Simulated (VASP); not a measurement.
# CdS (Greenockite) (P1) in VASP: notebook, part 2 of 2

VASP 6.6.1. Earlier steps stand in the parts before.

## (3) Single point, PBE

Contents of INCAR:

```
ALGO = Normal
EDIFF = 1E-7
ENCUT = 520
GGA = PE
ISIF = 2
ISMEAR = 0
LASPH = T
LCHARG = T
LELF = T
LREAL = F
LVHAR = T
LWAVE = F
NBANDS = 26
NELM = 100
PREC = Accurate
SIGMA = 0.01
```

Contents of KPOINTS:

```
k-points
0
Gamma
  6 6 4
```

Contents of POSCAR:

```
CdS
1.0
    4.1500000000      0.0000000000      0.0000000000
   -2.0750000000      3.5940054300      0.0000000000
    0.0000000000      0.0000000000      6.7370000000
Cd S
2 2
Direct
    0.3453815261      0.6666666667      0.0000000000
    0.6666666667      0.3333333333      0.5000000000
    0.3333333333      0.6666666667      0.3750000000
    0.6666666667      0.3333333333      0.8750000000
```

Potentials or basis: VASP PAW PBE potentials, release 64 (Cd, S).

Started as:

```
cat potpaw_PBE.64/Cd/POTCAR potpaw_PBE.64/S/POTCAR > POTCAR
mpirun -np 1 vasp_std > vasp.out
```

OUTCAR:

```text
EDIFF = 1E-7
   ENCUT = 520
   GGA = PE
   ISIF = 2
   ISMEAR = 0
   LASPH = T
   LREAL = F
   NELM = 100
   PREC = Accurate

 ion  position               nearest neighbor table
   1  0.345  0.667  0.000-   4 2.50   3 2.53   4 2.54   4 2.58
   2  0.667  0.333  0.500-   4 2.53   3 2.54   3 2.54   3 2.54
   3  0.333  0.667  0.375-   1 2.53   2 2.54   2 2.54   2 2.54
   4  0.667  0.333  0.875-   1 2.50   2 2.53   1 2.54   1 2.58

  LATTYP: Found a hexagonal cell.
 ALAT       =     4.1500000000
 C/A-ratio  =     1.6233734940

  Lattice vectors:

 A1 = (   4.1500000000,   0.0000000000,   0.0000000000)
 A2 = (  -2.0750000000,   3.5940054300,   0.0000000000)
 A3 = (   0.0000000000,   0.0000000000,   6.7370000000)

Analysis of symmetry for initial positions (statically):
=====================================================================
 Subroutine PRICEL returns:
 Original cell was already a primitive cell.

 Routine SETGRP: Setting up the symmetry group for a
 hexagonal supercell.

 Subroutine GETGRP returns: Found  1 space group operations
 (whereof  1 operations were pure point group operations)
 out of a pool of 24 trial point group operations.

The static configuration has the point symmetry C_1 .

Analysis of symmetry for dynamics (positions and initial velocities):
=====================================================================
 Subroutine PRICEL returns:
 Original cell was already a primitive cell.

 Routine SETGRP: Setting up the symmetry group for a
 hexagonal supercell.

 Subroutine GETGRP returns: Found  1 space group operations
 (whereof  1 operations were pure point group operations)
 out of a pool of 24 trial point group operations.

The dynamic configuration has the point symmetry C_1 .

[... 110 lines left out ...]
   POTIM  = 0.5000    time-step for ionic-motion
   TEBEG  =    0.0;   TEEND  =   0.0 temperature during run
   PSTRESS=    0.0 pullay stress
   NELECT =      36.0000    total number of electrons
   NUPDOWN=      -1.0000    fix difference up-down
   EMIN   =  10.00;   EMAX   =-10.00  energy-range for DOS
   EFERMI =   0.00;   METHOD = LEGACY
   ISMEAR =     0;   SIGMA  =   0.01  broadening in eV -4-tet -1-fermi 0-gaus
   EFERMI_NEDOS =   21; number of points for ismear=-14 and -15
   IALGO  =     38    algorithm
   IMIX   =      4    mixing-type and parameters
     AMIX     =   0.40;   BMIX     =  1.00
     AMIX_MAG =   1.60;   BMIX_MAG =  1.00
  volume/ion in A,a.u.               =      25.12       169.52
  Fermi-wavevector in a.u.,A,eV,Ry     =   1.162727  2.197236 18.394190  1.351935
  Thomas-Fermi vector in A             =   2.299285
   LORBIT       =      0    0 simple, 1 ext, 2 COOP (PROOUT), +10 PAW based schemes
   GGA     = PE    functional components
   LHFCALC =     F    Hartree Fock is set to
   AEXX    =    0.0000 exact exchange contribution
   IVDW    =     0    specifies the selected vdW correction
   LEPSILON=     F    determine dielectric tensor
   LRPA    =     F    only Hartree local field effects (RPA)
 non-spin polarized calculation
 Gauss-broadening in eV      SIGMA  =   0.01
  energy-cutoff  :      520.00
  volume of cell :      100.48
 maximum number of plane-waves:      2731
   NGX = 15   NGY = 15   NGZ = 25

 number of electron      35.9999997 magnetization

 Free energy of the ion-electron system (eV)
  ---------------------------------------------------
  ext. energy  EPLUGINS =         0.00000000
  ---------------------------------------------------
  free energy    TOTEN  =       -12.25951040 eV

  energy without entropy =      -12.25951040  energy(sigma->0) =      -12.25951040

 E-fermi :   1.3041     XC(G=0):  -9.0847

 val. band max:        1.2120599376   @ k =   0.0000   0.0000   0.0000
 cond. band min:       2.4060141318   @ k =   0.0000   0.0000   0.0000
 fundamental gap:      1.1939541942
 Fermi energy:         1.3040804574

 k-point     1 :       0.0000    0.0000    0.0000
  band No.  band energies     occupation
      1     -11.0920      2.00000
      2     -10.6672      2.00000
      3      -6.4751      2.00000
      4      -6.4586      2.00000
      5      -6.4316      2.00000
      6      -6.3661      2.00000
[... 685 lines left out ...]
     25       8.8509      0.00000
     26       9.0349      0.00000

 [... further k-points ...]
[... 5 lines left out ...]
  --------------------------------------------------------------------------------------
  -------------------------------------------------------------------------------------
  Total        1.4237031      1.3981398      1.7916076     -0.2755681      0.0174431     -0.2032124
  in kB       22.7005629     22.2929629     28.5667020     -4.3938587      0.2781257     -3.2401676
  external PRESSURE =      24.5200759 kB  Pullay stress =       0.0000000 kB

 VOLUME and BASIS-vectors are now :
 -----------------------------------------------------------------------------
  energy-cutoff  :      520.00
  volume of cell :      100.48
      direct lattice vectors                 reciprocal lattice vectors
     4.150000000  0.000000000  0.000000000     0.240963855  0.139120547  0.000000000
    -2.075000000  3.594005430  0.000000000     0.000000000  0.278241093  0.000000000
     0.000000000  0.000000000  6.737000000     0.000000000  0.000000000  0.148434021

 POSITION                                       TOTAL-FORCE (eV/Angst)
 -----------------------------------------------------------------------------------
      0.05000      2.39600      0.00000        -0.246772      0.019452     -0.054316
      2.07500      1.19800      3.36850        -0.004827     -0.000238     -0.068439
     -0.00000      2.39600      2.52637         0.000320      0.000739      0.065751
      2.07500      1.19800      5.89487         0.251279     -0.019953      0.057004
 -----------------------------------------------------------------------------------
    total drift:                               -0.000029     -0.000127     -0.000686

  FREE ENERGIE OF THE ION-ELECTRON SYSTEM (eV)
  ---------------------------------------------------
  free  energy   TOTEN  =       -12.2595104009 eV

  energy  without entropy=      -12.2595104009  energy(sigma->0) =      -12.25951040
```

OSZICAR:

```text
N       E                     dE             d eps       ncg     rms          rms(c)
DAV:   1     0.247595074912E+03    0.24760E+03   -0.17554E+04  3952   0.127E+03
DAV:   2     0.261323067517E+00   -0.24733E+03   -0.23901E+03  4338   0.320E+02
DAV:   3    -0.132106276162E+02   -0.13472E+02   -0.13393E+02  4800   0.746E+01
DAV:   4    -0.133480305362E+02   -0.13740E+00   -0.13728E+00  4530   0.728E+00
DAV:   5    -0.133501746738E+02   -0.21441E-02   -0.21440E-02  4646   0.908E-01    0.112E+01
DAV:   6    -0.122828008684E+02    0.10674E+01   -0.19050E+00  5252   0.142E+01    0.886E+00
DAV:   7    -0.122634557717E+02    0.19345E-01   -0.73130E-01  4152   0.455E+00    0.397E+00
DAV:   8    -0.122603871811E+02    0.30686E-02   -0.87625E-02  4298   0.293E+00    0.545E-01
DAV:   9    -0.122591616794E+02    0.12255E-02   -0.14624E-02  4400   0.150E+00    0.156E-01
DAV:  10    -0.122593529313E+02   -0.19125E-03   -0.12369E-03  4210   0.359E-01    0.115E-01
DAV:  11    -0.122595048893E+02   -0.15196E-03   -0.28809E-04  4414   0.118E-01    0.838E-02
DAV:  12    -0.122595062081E+02   -0.13188E-05   -0.15129E-04  4192   0.936E-02    0.162E-02
DAV:  13    -0.122595098763E+02   -0.36682E-05   -0.18055E-05  4662   0.264E-02    0.617E-03
DAV:  14    -0.122595105876E+02   -0.71133E-06   -0.23963E-06  4064   0.139E-02    0.670E-03
DAV:  15    -0.122595103666E+02    0.22096E-06   -0.43746E-07  4778   0.430E-03    0.275E-03
DAV:  16    -0.122595104009E+02   -0.34219E-07   -0.24943E-08  2748   0.882E-04
   1 F= -.12259510E+02 E0= -.12259510E+02  d E =-.657625E-41
```

It took 66 s on 1 thread of Intel Xeon 6975P-C (Granite Rapids), shared host; peak memory 0.32 GiB.

What came out:

| Property | Result |
| --- | --- |
| Free energy | -12.2595 eV |
| Pressure | 2.5 GPa |
| Largest force | 0.258 eV/Å |
| Band gap on the k mesh | 1.19 eV, direct |

Forces in eV/Å, atoms in the order of the input:
```
Cd  -0.247  0.019 -0.054
Cd  -0.005  0.000 -0.068
S    0.000  0.001  0.066
S    0.251 -0.020  0.057
```

Stress tensor (GPa, compression positive):
```
 2.27 -0.44 -0.32
-0.44  2.23  0.03
-0.32  0.03  2.86
```

A hybrid or GW would open this gap; PBE tends to underestimate it.
